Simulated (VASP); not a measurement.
Set up this calculation in VASP 6.6.1, as the native input.

* Task: single point
* Functional: PBE
* Potentials or basis: VASP PAW PBE potentials, release 64 (Na_pv, Al, Si, Se)
* Cutoff: 520 eV
* k mesh: 4 × 4 × 4
* Occupations: gaussian, width 0.1 eV
* Spin: no spin polarisation
* Dipole correction: no
* Further INCAR settings: ALGO = Normal; EDIFF = 1e-07; NBANDS = 29

The structure of NaAl3Si4Se lies in POSCAR:

```
NaAl3Si4Se
1.0
    5.5011717200      0.0000000000      0.0000000000
    0.0000000000      5.5011717200      0.0000000000
    0.0000000000      0.0000000000      5.5011717200
Na Al Si Se
1 3 4 1
Direct
    0.0000000000      0.0000000000      0.0000000000
    0.0000000000      0.5000000000      0.0000000000
    0.0000000000      0.0000000000      0.5000000000
    0.5000000000      0.0000000000      0.0000000000
    0.2480946600      0.2480946600      0.2480946600
    0.7519053400      0.7519053400      0.2480946600
    0.2480946600      0.7519053400      0.7519053400
    0.7519053400      0.2480946600      0.7519053400
    0.5000000000      0.5000000000      0.5000000000
```

These files were run (other wordings do the same):

INCAR

```
SYSTEM = NaAl3Si4Se
  PREC = Accurate
  ENCUT = 520
  EDIFF = 1E-7
  ISMEAR = 0
  SIGMA = 0.1
  LREAL = .FALSE.
  LASPH = .TRUE.
  NELM = 80
  ALGO = Normal
  ISIF = 2
  LWAVE = .FALSE.
  LCHARG = .FALSE.
  GGA = PE
  NBANDS = 29
```

KPOINTS

```
Automatic mesh
0
G
  4 4 4
  0 0 0
```

Potentials or basis: VASP PAW PBE potentials, release 64 (Na_pv, Al, Si, Se).

The run is started by

```console
$ cat potpaw_PBE.64/Na_pv/POTCAR potpaw_PBE.64/Al/POTCAR potpaw_PBE.64/Si/POTCAR potpaw_PBE.64/Se/POTCAR > POTCAR
$ mpirun -np 1 vasp_std > vasp.out
```

Results of the run:

| Item | Value |
| --- | --- |
| Pressure | 18.7 GPa |
| Largest force | 1.498 eV/Å |
| Band gap on the k mesh | zero (band 19 reaches 6.02 eV, above the bottom of band 20 at 5.79 eV) |

Caveat: forces of over 1 eV/Å act on the atoms, so gaps and moduli don't describe the material at rest.

Wall time 27 s on 1 thread of Intel(R) Xeon(R) 6975P-C (Granite Rapids), on a shared host, peak memory 0.27 GiB.
